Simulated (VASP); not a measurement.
# CuO (Cccm) in VASP: a series of runs, part 2 of 2

VASP 6.6.1. The steps go on from the part before.

**4. Single point, RPBE**

This run uses another cell than the first one, of 10.39 Å³/atom.

Input file INCAR:

```
SYSTEM = CuO
PREC = Accurate
ENCUT = 820
EDIFF = 1E-6
ISMEAR = -1
SIGMA = 0.05
LREAL = .FALSE.
LASPH = .TRUE.
NELM = 120
ALGO = Normal
ISIF = 2
LWAVE = .FALSE.
LCHARG = .FALSE.
GGA = RP
NBANDS = 33
GGA_COMPAT = .FALSE.
```

Input file KPOINTS:

```
Automatic mesh
0
G
  9 9 5
  0 0 0
```

Input file POSCAR:

```
CuO
1.0
    1.9503245957     -2.1095876644      0.0000000000
    1.9503245957      2.1095876644      0.0000000000
    0.0000000000      0.0000000000      5.0506754463
Cu O
2 2
Direct
    0.5000000000      0.0000000000      0.0000000000
    0.0000000000      0.5000000000      0.5000000000
    0.5000000000      0.5000000000      0.2500000000
    0.5000000000      0.5000000000      0.7500000000
```

Potentials or basis: VASP PAW PBE potentials, release 64 (Cu_sv_GW, O).

The run is started by

```sh
$ cat potpaw_PBE.64/Cu_sv_GW/POTCAR potpaw_PBE.64/O/POTCAR > POTCAR
$ mpirun -np 1 vasp_std > vasp.out
```

OUTCAR:

```text
SYSTEM = CuO
   PREC = Accurate
   ENCUT = 820
   EDIFF = 1E-6
   ISMEAR = -1
   LREAL = .FALSE.
   LASPH = .TRUE.
   NELM = 120
   ISIF = 2
   GGA = RP

 ion  position               nearest neighbor table
   1  0.500  0.000  0.000-   3 1.91   4 1.91   3 1.91   4 1.91
   2  0.000  0.500  0.500-   3 1.91   4 1.91   3 1.91   4 1.91
   3  0.500  0.500  0.250-   1 1.91   2 1.91   1 1.91   2 1.91
   4  0.500  0.500  0.750-   1 1.91   2 1.91   1 1.91   2 1.91

  LATTYP: Found a base centered orthorhombic cell.
 ALAT       =     3.9006491914
 B/A-ratio  =     1.0816597755
 C/A-ratio  =     1.2948294498

  Lattice vectors:

 A1 = (   1.9503245957,  -2.1095876644,   0.0000000000)
 A2 = (   1.9503245957,   2.1095876644,   0.0000000000)
 A3 = (   0.0000000000,   0.0000000000,   5.0506754463)

Analysis of symmetry for initial positions (statically):
=====================================================================
 Subroutine PRICEL returns:
 Original cell was already a primitive cell.

 Routine SETGRP: Setting up the symmetry group for a
 base centered orthorhombic supercell.

 Subroutine GETGRP returns: Found  8 space group operations
 (whereof  4 operations were pure point group operations)
 out of a pool of  8 trial point group operations.

The static configuration has the point symmetry C_2h.
 The point group associated with its full space group is D_2h.

Analysis of symmetry for dynamics (positions and initial velocities):
=====================================================================
 Subroutine PRICEL returns:
 Original cell was already a primitive cell.

 Routine SETGRP: Setting up the symmetry group for a
 base centered orthorhombic supercell.

 Subroutine GETGRP returns: Found  8 space group operations
 (whereof  4 operations were pure point group operations)
 out of a pool of  8 trial point group operations.

The dynamic configuration has the point symmetry C_2h.
 The point group associated with its full space group is D_2h.
[... 120 lines left out ...]
   IALGO  =     38    algorithm
   IMIX   =      4    mixing-type and parameters
     AMIX     =   0.40;   BMIX     =  1.00
     AMIX_MAG =   1.60;   BMIX_MAG =  1.00
  volume/ion in A,a.u.               =      10.39        70.12
  Fermi-wavevector in a.u.,A,eV,Ry     =   1.741153  3.290301 41.247594  3.031613
  Thomas-Fermi vector in A             =   2.813665
   LORBIT       =      0    0 simple, 1 ext, 2 COOP (PROOUT), +10 PAW based schemes
   GGA     = RP    functional components
   LHFCALC =     F    Hartree Fock is set to
   AEXX    =    0.0000 exact exchange contribution
   IVDW    =     0    specifies the selected vdW correction
   LEPSILON=     F    determine dielectric tensor
   LRPA    =     F    only Hartree local field effects (RPA)
 non-spin polarized calculation
  energy-cutoff  :      820.00
  volume of cell :       41.56
 maximum number of plane-waves:      2233
   NGX = 13   NGY = 13   NGZ = 23

 number of electron      50.0000013 magnetization

 Free energy of the ion-electron system (eV)
  ---------------------------------------------------
  ext. energy  EPLUGINS =         0.00000000
  ---------------------------------------------------
  free energy    TOTEN  =       -17.95767147 eV

  energy without entropy =      -17.93860183  energy(sigma->0) =      -17.94813665

 E-fermi :   5.9250     XC(G=0): -11.7966

 val. band max:        5.9183045470   @ k =   0.2222   0.1111   0.0000
 cond. band min:       5.9764305397   @ k =   0.4444   0.0000   0.2000
 fundamental gap:      0.0581259926
 Fermi energy:         5.9249862663

 k-point     1 :       0.0000    0.0000    0.0000
  band No.  band energies     occupation
      1    -107.1641      2.00000
      2    -107.1634      2.00000
      3     -64.5777      2.00000
      4     -64.5774      2.00000
      5     -64.5429      2.00000
      6     -64.5356      2.00000
[... 853 lines left out ...]
     32      17.9039      0.00000
     33      17.9279      0.00000

 [... further k-points ...]

------------------------ aborting loop because EDIFF is reached ----------------------------------------

  FORCE on cell =-STRESS in cart. coord.  units (eV):
  Direction    XX          YY          ZZ          XY          YZ          ZX
  --------------------------------------------------------------------------------------
  -------------------------------------------------------------------------------------
  Total        4.0363694      4.1119945      5.4402279      0.0000000      0.0000000      0.0000000
  in kB      155.6028523    158.5182166    209.7218792      0.0000000      0.0000000      0.0000000
  external PRESSURE =     174.6143160 kB  Pullay stress =       0.0000000 kB

 VOLUME and BASIS-vectors are now :
 -----------------------------------------------------------------------------
  energy-cutoff  :      820.00
  volume of cell :       41.56
      direct lattice vectors                 reciprocal lattice vectors
     1.950324596 -2.109587664  0.000000000     0.256367582 -0.237013142  0.000000000
     1.950324596  2.109587664  0.000000000     0.256367582  0.237013142  0.000000000
     0.000000000  0.000000000  5.050675446     0.000000000  0.000000000  0.197993320

 POSITION                                       TOTAL-FORCE (eV/Angst)
 -----------------------------------------------------------------------------------
      0.97516     -1.05479      0.00000         0.000000      0.000000      0.000000
      0.97516      1.05479      2.52534         0.000000      0.000000      0.000000
      1.95032      0.00000      1.26267         0.000000     -0.000000     -0.000000
      1.95032      0.00000      3.78801         0.000000     -0.000000      0.000000
 -----------------------------------------------------------------------------------
    total drift:                                0.000000      0.000000     -0.000000

  FREE ENERGIE OF THE ION-ELECTRON SYSTEM (eV)
  ---------------------------------------------------
  free  energy   TOTEN  =       -17.9576714693 eV

  energy  without entropy=      -17.9386018304  energy(sigma->0) =      -17.94813665
```

It took 4.5 min on 1 thread of Intel Xeon Platinum 8259CL at 2.50GHz (Skylake/Cascade Lake), shared host; peak memory 0.33 GiB.

Results:

* Free energy: -17.9577 eV
* Pressure: 17.5 GPa
* Band gap on the k mesh: zero (bands 25 and 26 overlap by 0.90 eV)

Caveat: the stress differs along the axes, from 16 to 21 GPa; the PAW data sets were made with another functional, which shifts forces and pressure a little; semilocal functionals often make such compounds metallic where correlation or magnetic order opens a gap, which also shifts bond lengths.

**5. Single point, LDA**

This run uses another cell than the first one, of 11.05 Å³/atom.

INCAR, as its differences from that of step 4:

```diff
@@ -13,3 +13,3 @@
 LCHARG = .FALSE.
-GGA = RP
+GGA = CA
 NBANDS = 33
```

KPOINTS is that of step 4.

Input file POSCAR:

```
CuO
1.0
    1.9909680000     -2.1535500000      0.0000000000
    1.9909680000      2.1535500000      0.0000000000
    0.0000000000      0.0000000000      5.1559280000
Cu O
2 2
Direct
    0.5000000000      0.0000000000      0.0000000000
    0.0000000000      0.5000000000      0.5000000000
    0.5000000000      0.5000000000      0.2500000000
    0.5000000000      0.5000000000      0.7500000000
```

Potentials or basis: VASP PAW LDA potentials, release 64 (Cu_sv_GW, O).

The run is started by

```sh
$ cat potpaw_LDA.64/Cu_sv_GW/POTCAR potpaw_LDA.64/O/POTCAR > POTCAR
$ mpirun -np 1 vasp_std > vasp.out
```

OUTCAR:

```text
SYSTEM = CuO
   PREC = Accurate
   ENCUT = 820
   EDIFF = 1E-6
   ISMEAR = -1
   LREAL = .FALSE.
   LASPH = .TRUE.
   NELM = 120
   ISIF = 2
   GGA = CA

 ion  position               nearest neighbor table
   1  0.500  0.000  0.000-   3 1.95   4 1.95   3 1.95   4 1.95
   2  0.000  0.500  0.500-   3 1.95   4 1.95   3 1.95   4 1.95
   3  0.500  0.500  0.250-   1 1.95   2 1.95   1 1.95   2 1.95
   4  0.500  0.500  0.750-   1 1.95   2 1.95   1 1.95   2 1.95

  LATTYP: Found a base centered orthorhombic cell.
 ALAT       =     3.9819360000
[... 1064 lines left out ...]
  Direction    XX          YY          ZZ          XY          YZ          ZX
  --------------------------------------------------------------------------------------
  -------------------------------------------------------------------------------------
  Total       -2.7866903     -3.3958104     -4.1633338     -0.0000000      0.0000000      0.0000000
  in kB     -100.9818222   -123.0546228   -150.8675156     -0.0000000      0.0000000      0.0000000
  external PRESSURE =    -124.9679868 kB  Pullay stress =       0.0000000 kB

 VOLUME and BASIS-vectors are now :
 -----------------------------------------------------------------------------
  energy-cutoff  :      820.00
  volume of cell :       44.21
      direct lattice vectors                 reciprocal lattice vectors
     1.990968000 -2.153550000  0.000000000     0.251134122 -0.232174781  0.000000000
     1.990968000  2.153550000  0.000000000     0.251134122  0.232174781  0.000000000
     0.000000000  0.000000000  5.155928000     0.000000000  0.000000000  0.193951506

 POSITION                                       TOTAL-FORCE (eV/Angst)
 -----------------------------------------------------------------------------------
      0.99548     -1.07678      0.00000         0.000000      0.000000      0.000000
      0.99548      1.07678      2.57796         0.000000      0.000000      0.000000
      1.99097      0.00000      1.28898         0.000000      0.000000      0.000000
      1.99097      0.00000      3.86695         0.000000     -0.000000     -0.000000
 -----------------------------------------------------------------------------------
    total drift:                                0.000000      0.000000     -0.000000

  FREE ENERGIE OF THE ION-ELECTRON SYSTEM (eV)
  ---------------------------------------------------
  free  energy   TOTEN  =       -23.5496757855 eV

  energy  without entropy=      -23.5303099502  energy(sigma->0) =      -23.53999287
```

stdout:

```text
POSCAR found type information on POSCAR CuO
 POSCAR found :  2 types and       4 ions
 scaLAPACK will be used
 LDA part: xc-table for (Slater(with rela. corr.)+CA(PZ))
 , standard interpolation
 POSCAR, INCAR and KPOINTS ok, starting setup
 FFT: planning ... GRIDC
 FFT: planning ... GRID_SOFT
 FFT: planning ... GRID
 WAVECAR not read
 entering main loop
```

Run time: 98 s. Hardware: 1 thread of Intel Xeon 6975P-C (Granite Rapids), shared host; peak memory 0.31 GiB.

What came out:

```
Free energy            : -23.5497 eV
Pressure               : -12.5 GPa
Band gap on the k mesh : zero (bands 25 and 26 overlap by 0.87 eV)
```

Stress tensor (GPa, compression positive):
```
-10.10   0.00   0.00
  0.00 -12.31   0.00
  0.00   0.00 -15.09
```

Caveat: the cell stands under tension; semilocal functionals often make such compounds metallic where correlation or magnetic order opens a gap, which also shifts bond lengths.

**6. Summary**

```tsv
level	potentials or basis	cell	k mesh	cutoff (eV)	gap on the mesh (eV)	pressure (GPa)
PBEsol	VASP PAW PBE potentials, release 64 (Cu_sv_GW, O_h)	a = 2.816, b = 2.816, c = 5.156 Å, angles 90.0, 90.0, 94.5°, 4 atoms	8 × 8 × 5	1340	none	5.9
LDA	VASP PAW LDA potentials, release 64 (Cu_sv_GW, O)	a = 2.990, b = 2.990, c = 5.257 Å, angles 90.0, 90.0, 94.5°, 4 atoms	9 × 9 × 5	820	none	-19.3
RPBE	VASP PAW PBE potentials, release 64 (Cu_sv_GW, O)	a = 2.873, b = 2.873, c = 5.051 Å, angles 90.0, 90.0, 94.5°, 4 atoms	9 × 9 × 5	820	none	17.5
LDA	VASP PAW LDA potentials, release 64 (Cu_sv_GW, O)	a = 2.933, b = 2.933, c = 5.156 Å, angles 90.0, 90.0, 94.5°, 4 atoms	9 × 9 × 5	820	none	-12.5
```

Alike in all rows: task single point; no spin polarisation; smearing fermi-dirac 0.05 eV.

Caveats: semilocal functionals often make such compounds metallic where correlation or magnetic order opens a gap, which also shifts bond lengths; the PAW data sets were made with another functional, which shifts forces and pressure a little (at least some runs); the cell stands under pressure (at least some runs); the stress differs along the axes, from -24 to -16 GPa (at least some runs); the stress differs along the axes, from 16 to 21 GPa (at least some runs); the cell stands under tension (at least some runs).

Total energies depend on the potentials used, so only differences within one code and one set of settings carry meaning.

The gap in the log of VASP goes by the Fermi energy; the results here count the filled bands.